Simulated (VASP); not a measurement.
# Eu (Im-3m) in VASP: settings compared

The runs below take Eu through single point, with PBE, r2SCAN.

All numbers are computed with VASP 6.6.1; they aren't measurements. Logs are shortened: lines on timing, memory, paths and dates and some standing lists are left out, and cuts for length are marked.

## (1) The cell of the first run

It takes space group Im-3m (No. 229, cubic). Conventional cell: a = 4.395 Å, b = 4.395 Å, c = 4.395 Å, α = 90.00°, β = 90.00°, γ = 90.00°. Within 5.0 Å of Eu (site symmetry m-3m) lie 14 Eu at 3.81 to 4.39 Å.

## (2) Single point, PBE, collinear spin, ferromagnetic start (42.44 Å³/atom)

File INCAR:

```
PREC = Accurate
ENCUT = 600
EDIFF = 1E-6
ISMEAR = 0
SIGMA = 0.05
LREAL = False
LASPH = True
NELM = 200
ALGO = Normal
ISIF = 2
LWAVE = False
LCHARG = False
ISPIN = 2
MAGMOM = 7.86
LORBIT = 11
LMAXMIX = 6
GGA = PE
NBANDS = 18
GGA_COMPAT = False
```

File KPOINTS:

```
Automatic mesh
0
Gamma
  6 6 6
```

File POSCAR:

```
Eu
1.0
   -2.1973157791      2.1973157791      2.1973157791
    2.1973157791     -2.1973157791      2.1973157791
    2.1973157791      2.1973157791     -2.1973157791
Eu
1
Direct
    0.0000000000      0.0000000000      0.0000000000
```

Potentials or basis: VASP PAW PBE potentials, release 64 (Eu).

Launch:

```bash
$ cat potpaw_PBE.64/Eu/POTCAR > POTCAR
$ mpirun -np 1 vasp_std > vasp.out
```

OUTCAR:

```text
PREC = Accurate
   ENCUT = 600
   EDIFF = 1E-6
   ISMEAR = 0
   LREAL = False
   LASPH = True
   NELM = 200
   ISIF = 2
   ISPIN = 2
   LORBIT = 11
   GGA = PE

 ion  position               nearest neighbor table
   1  0.000  0.000  0.000-

  LATTYP: Found a body centered cubic cell.
 ALAT       =     4.3946315582

  Lattice vectors:

 A1 = (  -2.1973157791,   2.1973157791,   2.1973157791)
 A2 = (   2.1973157791,  -2.1973157791,   2.1973157791)
 A3 = (   2.1973157791,   2.1973157791,  -2.1973157791)

Analysis of symmetry for initial positions (statically):
=====================================================================
 Subroutine PRICEL returns:
 Original cell was already a primitive cell.

 Routine SETGRP: Setting up the symmetry group for a
 body centered cubic supercell.

 Subroutine GETGRP returns: Found 48 space group operations
 (whereof 48 operations were pure point group operations)
 out of a pool of 48 trial point group operations.

The static configuration has the point symmetry O_h .

Analysis of symmetry for dynamics (positions and initial velocities):
=====================================================================
 Subroutine PRICEL returns:
 Original cell was already a primitive cell.

 Routine SETGRP: Setting up the symmetry group for a
 body centered cubic supercell.

 Subroutine GETGRP returns: Found 48 space group operations
 (whereof 48 operations were pure point group operations)
 out of a pool of 48 trial point group operations.

The dynamic configuration has the point symmetry O_h .

Analysis of structural, dynamic, and magnetic symmetry:
=====================================================================
 Subroutine PRICEL returns:
 Original cell was already a primitive cell.

 Routine SETGRP: Setting up the symmetry group for a
 body centered cubic supercell.

 Subroutine GETGRP returns: Found 48 space group operations
 (whereof 48 operations were pure point group operations)
 out of a pool of 48 trial point group operations.

The overall configuration has the point symmetry O_h .

 Subroutine INISYM returns: Found 48 space group operations
 (whereof 48 operations are pure point group operations),
 and found     1 'primitive' translations

----------------------------------------------------------------------------------------

                                     Primitive cell

  volume of cell :      42.4363

  direct lattice vectors                    reciprocal lattice vectors
    -2.197315779  2.197315779  2.197315779     0.000000000  0.227550362  0.227550362
     2.197315779 -2.197315779  2.197315779     0.227550362  0.000000000  0.227550362
     2.197315779  2.197315779 -2.197315779     0.227550362  0.227550362  0.000000000

  length of vectors
     3.805862570  3.805862570  3.805862570     0.321804807  0.321804807  0.321804807

  position of ions in fractional coordinates (direct lattice)
     0.000000000  0.000000000  0.000000000

  ion indices of the primitive-cell ions
   primitive index   ion index
                 1           1

----------------------------------------------------------------------------------------

 KPOINTS: Automatic mesh

Automatic generation of k-mesh.
 Grid dimensions read from file:
 generate k-points for:    6    6    6

 Generating k-lattice:

  Cartesian coordinates                     Fractional coordinates (reciprocal lattice)
     0.000000000  0.037925060  0.037925060     0.166666667  0.000000000  0.000000000
     0.037925060  0.000000000  0.037925060     0.000000000  0.166666667  0.000000000
     0.037925060  0.037925060  0.000000000     0.000000000  0.000000000  0.166666667

  Length of vectors
     0.053634135  0.053634135  0.053634135

  Shift w.r.t. Gamma in fractional coordinates (k-lattice)
     0.000000000  0.000000000  0.000000000

 Subroutine IBZKPT returns following result:
 ===========================================

 Found     16 irreducible k-points:

 Following reciprocal coordinates:
            Coordinates               Weight
  0.000000  0.000000  0.000000      1.000000
  0.166667  0.000000  0.000000     12.000000
  0.333333  0.000000  0.000000     12.000000
  0.500000  0.000000  0.000000      6.000000
  0.166667  0.166667  0.000000     24.000000
  0.333333  0.166667  0.000000     48.000000
[... 8 lines left out ...]
  0.500000  0.500000  0.333333     12.000000
  0.500000  0.500000  0.500000      1.000000
   k-points           NKPTS =     16   k-points in BZ     NKDIM =     16   number of bands    NBANDS=     18
   number of dos      NEDOS =    301   number of ions     NIONS =      1
   total plane-waves  NPLWV =  27000
   dimension x,y,z NGX =    30 NGY =   30 NGZ =   30
   dimension x,y,z NGXF=    60 NGYF=   60 NGZF=   60
   ions per type =               1
   NGX,Y,Z   is equivalent  to a cutoff of  13.10, 13.10, 13.10 a.u.
   NGXF,Y,Z  is equivalent  to a cutoff of  26.21, 26.21, 26.21 a.u.
 SYSTEM =  unknown system
   PREC   = accura    normal or accurate (medium, high low for compatibility)
   ISTART =      0    job   : 0-new  1-cont  2-samecut
   ICHARG =      2    charge: 1-file 2-atom 10-const
   ISPIN  =      2    spin polarized calculation?
   LNONCOLLINEAR =      F non collinear calculations
   LSORBIT =      F    spin-orbit coupling
   LASPH  =      T    aspherical Exc in radial PAW
   ENCUT  =  600.0 eV  44.10 Ry    6.64 a.u.   7.60  7.60  7.60*2*pi/ulx,y,z
   NELM   =    200;   NELMIN=  2; NELMDL= -5     # of ELM steps
   EDIFF  = 0.1E-05   stopping-criterion for ELM
   LREAL  =      F    real-space projection
[... 7 lines left out ...]
   TEBEG  =    0.0;   TEEND  =   0.0 temperature during run
   PSTRESS=    0.0 pullay stress
   NELECT =      17.0000    total number of electrons
   NUPDOWN=      -1.0000    fix difference up-down
   EMIN   =  10.00;   EMAX   =-10.00  energy-range for DOS
   EFERMI =   0.00;   METHOD = LEGACY
   ISMEAR =     0;   SIGMA  =   0.05  broadening in eV -4-tet -1-fermi 0-gaus
   EFERMI_NEDOS =   21; number of points for ismear=-14 and -15
   IALGO  =     38    algorithm
   IMIX   =      4    mixing-type and parameters
     AMIX     =   0.40;   BMIX     =  1.00
     AMIX_MAG =   1.60;   BMIX_MAG =  1.00
  volume/ion in A,a.u.               =      42.44       286.37
  Fermi-wavevector in a.u.,A,eV,Ry     =   1.206828  2.280574 19.815981  1.456434
  Thomas-Fermi vector in A             =   2.342484
   LORBIT       =     11    0 simple, 1 ext, 2 COOP (PROOUT), +10 PAW based schemes
   GGA     = PE    functional components
   LHFCALC =     F    Hartree Fock is set to
   AEXX    =    0.0000 exact exchange contribution
   IVDW    =     0    specifies the selected vdW correction
   LEPSILON=     F    determine dielectric tensor
   LRPA    =     F    only Hartree local field effects (RPA)
 spin polarized calculation
 Gauss-broadening in eV      SIGMA  =   0.05
  energy-cutoff  :      600.00
  volume of cell :       42.44
 maximum number of plane-waves:      1464
   NGX = 15   NGY = 15   NGZ = 15

 number of electron      17.0000003 magnetization       7.4939253

 Free energy of the ion-electron system (eV)
  ---------------------------------------------------
  ext. energy  EPLUGINS =         0.00000000
  ---------------------------------------------------
  free energy    TOTEN  =       -11.43943296 eV

  energy without entropy =      -11.43695286  energy(sigma->0) =      -11.43819291

 E-fermi :   2.1294     XC(G=0):  -8.7763

 val. band max:        2.1178484710   @ k =   0.3333   0.3333   0.0000
 cond. band min:       2.1584448007   @ k =   0.3333   0.1667   0.1667
 fundamental gap:      0.0405963296
 Fermi energy:         2.1294251923

 spin component 1

 k-point     1 :       0.0000    0.0000    0.0000
  band No.  band energies     occupation
      1     -39.5577      1.00000
      2     -18.1270      1.00000
      3     -18.1270      1.00000
      4     -18.1270      1.00000
      5      -2.3695      1.00000
      6       1.5746      1.00000
[... 10 lines left out ...]
     17       5.5467      0.00000
     18      11.4172      0.00000

 k-point     2 :       0.1667    0.0000    0.0000
  band No.  band energies     occupation
      1     -39.5493      1.00000
      2     -18.2402      1.00000
      3     -18.1630      1.00000
      4     -18.1274      1.00000
      5      -1.7569      1.00000
      6       1.5667      1.00000
[... 10 lines left out ...]
     17       5.5953      0.00000
     18      11.7849      0.00000

 k-point     3 :       0.3333    0.0000    0.0000
  band No.  band energies     occupation
      1     -39.5324      1.00000
      2     -18.4569      1.00000
      3     -18.2338      1.00000
      4     -18.1283      1.00000
      5      -0.3758      1.00000
      6       1.5686      1.00000
[... 10 lines left out ...]
     17       6.3042      0.00000
     18      10.4311      0.00000

 k-point     4 :       0.5000    0.0000    0.0000
  band No.  band energies     occupation
      1     -39.5239      1.00000
      2     -18.5609      1.00000
      3     -18.2687      1.00000
      4     -18.1288      1.00000
      5       0.2887      1.00000
      6       1.5681      1.00000
[... 206 lines left out ...]
      3     -18.3531      1.00000
      4     -18.3531      1.00000
      5       0.9368      1.00000
      6       1.2984      1.00000
[... 10 lines left out ...]
     17       6.2158      0.00000
     18      11.2095      0.00000

 k-point    15 :       0.5000    0.5000    0.3333
  band No.  band energies     occupation
      1     -39.5047      1.00000
      2     -18.4647      1.00000
      3     -18.3919      1.00000
      4     -18.3587      1.00000
      5       1.1015      1.00000
      6       1.1887      1.00000
[... 10 lines left out ...]
     17       7.4426      0.00000
     18       8.4933      0.00000

 k-point    16 :       0.5000    0.5000    0.5000
  band No.  band energies     occupation
      1     -39.4983      1.00000
      2     -18.4321      1.00000
      3     -18.4321      1.00000
      4     -18.4321      1.00000
      5       0.8929      1.00000
      6       0.8929      1.00000
[... 10 lines left out ...]
     17       7.3111      0.00000
     18       7.3111      0.00000
 Fermi energy:         2.1294251923

 spin component 2

 k-point     1 :       0.0000    0.0000    0.0000
  band No.  band energies     occupation
      1     -36.4007      1.00000
      2     -15.7601      1.00000
      3     -15.7601      1.00000
      4     -15.7601      1.00000
      5      -1.4152      1.00000
      6       4.9198      0.00000
[... 10 lines left out ...]
     17       6.8011      0.00000
     18      12.6946      0.00000

 k-point     2 :       0.1667    0.0000    0.0000
  band No.  band energies     occupation
      1     -36.3898      1.00000
      2     -15.9028      1.00000
      3     -15.8045      1.00000
      4     -15.7609      1.00000
      5      -0.7773      1.00000
      6       4.4043      0.00000
[... 10 lines left out ...]
     17       7.0677      0.00000
     18      13.0693      0.00000

 k-point     3 :       0.3333    0.0000    0.0000
  band No.  band energies     occupation
      1     -36.3679      1.00000
      2     -16.1723      1.00000
      3     -15.8915      1.00000
      4     -15.7624      1.00000
      5       0.6179      1.00000
      6       3.6023      0.00000
[... 10 lines left out ...]
     17       7.7962      0.00000
     18      11.7802      0.00000

 k-point     4 :       0.5000    0.0000    0.0000
  band No.  band energies     occupation
      1     -36.3569      1.00000
      2     -16.3002      1.00000
      3     -15.9342      1.00000
      4     -15.7632      1.00000
      5       1.2372      1.00000
      6       3.4454      0.00000
[... 207 lines left out ...]
      4     -16.0390      1.00000
      5       1.9798      0.99999
      6       2.6023      0.00000
[... 10 lines left out ...]
     17       7.7302      0.00000
     18      12.5165      0.00000

 k-point    15 :       0.5000    0.5000    0.3333
  band No.  band energies     occupation
      1     -36.3322      1.00000
      2     -16.1779      1.00000
      3     -16.0868      1.00000
      4     -16.0466      1.00000
      5       2.1682      0.13613
      6       2.2560      0.00017
[... 10 lines left out ...]
     17       8.7933      0.00000
     18       9.8564      0.00000

 k-point    16 :       0.5000    0.5000    0.5000
  band No.  band energies     occupation
      1     -36.3241      1.00000
      2     -16.1362      1.00000
      3     -16.1362      1.00000
      4     -16.1362      1.00000
      5       1.8854      1.00000
      6       1.8854      1.00000
[... 10 lines left out ...]
     17       8.6427      0.00000
     18       8.6427      0.00000

------------------------ aborting loop because EDIFF is reached ----------------------------------------

  FORCE on cell =-STRESS in cart. coord.  units (eV):
  Direction    XX          YY          ZZ          XY          YZ          ZX
  --------------------------------------------------------------------------------------
  -------------------------------------------------------------------------------------
  Total       -0.0225949     -0.0225949     -0.0225949      0.0000000      0.0000000      0.0000000
  in kB       -0.8530691     -0.8530691     -0.8530691      0.0000000      0.0000000      0.0000000
  external PRESSURE =      -0.8530691 kB  Pullay stress =       0.0000000 kB

 VOLUME and BASIS-vectors are now :
 -----------------------------------------------------------------------------
  energy-cutoff  :      600.00
  volume of cell :       42.44
      direct lattice vectors                 reciprocal lattice vectors
    -2.197315779  2.197315779  2.197315779     0.000000000  0.227550362  0.227550362
     2.197315779 -2.197315779  2.197315779     0.227550362  0.000000000  0.227550362
     2.197315779  2.197315779 -2.197315779     0.227550362  0.227550362  0.000000000

 POSITION                                       TOTAL-FORCE (eV/Angst)
 -----------------------------------------------------------------------------------
      0.00000      0.00000      0.00000         0.000000     -0.000000      0.000000
 -----------------------------------------------------------------------------------
    total drift:                                0.000000     -0.000000      0.000000

  FREE ENERGIE OF THE ION-ELECTRON SYSTEM (eV)
  ---------------------------------------------------
  free  energy   TOTEN  =       -11.4394329569 eV

  energy  without entropy=      -11.4369528599  energy(sigma->0) =      -11.43819291

 total charge

# of ion       s       p       d       f       tot
--------------------------------------------------
    1        2.083   5.710   0.296   6.650  14.739

 magnetization (x)

# of ion       s       p       d       f       tot
--------------------------------------------------
    1       -0.003  -0.087   0.171   6.648   6.729
```

Wall time 1.8 min (1 thread of AMD EPYC 7R13, shared host); peak memory 0.18 GiB.

What came out:

- Free energy: -11.4394 eV
- Pressure: -0.1 GPa
- Net moment: 7.49 μB per cell
- Site moments: Eu +6.73 μB
- Valence electrons inside the program's atomic spheres: Eu 14.74

Caveat: spin-orbit coupling is left out, which moves the levels of the heavy elements; semilocal functionals describe open f shells poorly, which spoils levels, moments and volumes. The state reached can hang on the start; a lower one may exist.

## (3) Single point, PBE, collinear spin, ferromagnetic start (43.59 Å³/atom)

This run uses another cell than the first one, of 43.59 Å³/atom.

File INCAR:

```
SYSTEM = Eu
PREC = Accurate ; ENCUT = 600
EDIFF = 1E-6 ; ISMEAR = 0
SIGMA = 0.05 ; LREAL = .False.
LASPH = .True. ; NELM = 200
ALGO = Normal ; ISIF = 2
LWAVE = .False. ; LCHARG = .False.
ISPIN = 2 ; MAGMOM = 7.88
LORBIT = 11 ; LMAXMIX = 6
GGA = PE ; NBANDS = 18
GGA_COMPAT = .False.
```

File KPOINTS:

```
regular mesh
0
Gamma
  6 6 6
  0 0 0
```

File POSCAR:

```
Eu
1.0
   -2.2171132129      2.2171132129      2.2171132129
    2.2171132129     -2.2171132129      2.2171132129
    2.2171132129      2.2171132129     -2.2171132129
Eu
1
Direct
    0.0000000000      0.0000000000      0.0000000000
```

Potentials or basis: VASP PAW PBE potentials, release 64 (Eu).

Launch:

```bash
$ cat potpaw_PBE.64/Eu/POTCAR > POTCAR
$ mpirun -np 1 vasp_std > vasp.out
```

Wall time 1.8 min (1 thread of AMD EPYC 7R13, shared host); peak memory 0.19 GiB.

The run converged. Its results:

| Item | Value |
| --- | --- |
| Free energy | -11.4367 eV |
| Pressure | -0.6 GPa |
| Net moment | 7.51 μB per cell |
| Site moments | Eu +6.73 μB |
| Valence electrons inside the program's atomic spheres | Eu 14.73 |

Levels at points of the mesh, in eV from the Fermi level:
Spin up:
| k point | band 9 | band 10 | band 11 | band 12 | band 13 | band 14 | band 15 | band 16 |
| --- | --- | --- | --- | --- | --- | --- | --- | --- |
| (0.00, 0.00, 0.00) | -0.40 | -0.40 | -0.40 | -0.35 | 1.72 | 1.72 | 1.72 | 3.35 |
| (0.50, 0.00, 0.00) | -0.42 | -0.40 | -0.40 | -0.38 | 0.36 | 0.61 | 3.25 | 3.96 |
| (0.50, 0.50, 0.50) | -0.51 | -0.51 | -0.36 | -0.36 | -0.36 | 4.72 | 4.72 | 4.72 |
Spin down:
```csv
k point,band 1,band 2,band 3,band 4,band 5,band 6,band 7,band 8,band 9,band 10
"(0.00, 0.00, 0.00)",-38.54,-17.93,-17.93,-17.93,-3.51,2.76,2.76,2.76,3.98,3.98
"(0.50, 0.00, 0.00)",-38.51,-18.42,-18.09,-17.93,-0.86,1.33,1.55,3.92,4.21,4.28
"(0.50, 0.50, 0.50)",-38.48,-18.27,-18.27,-18.27,-0.19,-0.19,3.94,3.94,3.94,4.14
```

Caveat: spin-orbit coupling is left out, which moves the levels of the heavy elements; semilocal functionals describe open f shells poorly, which spoils levels, moments and volumes.

(Part 1 of 2 ends here.)
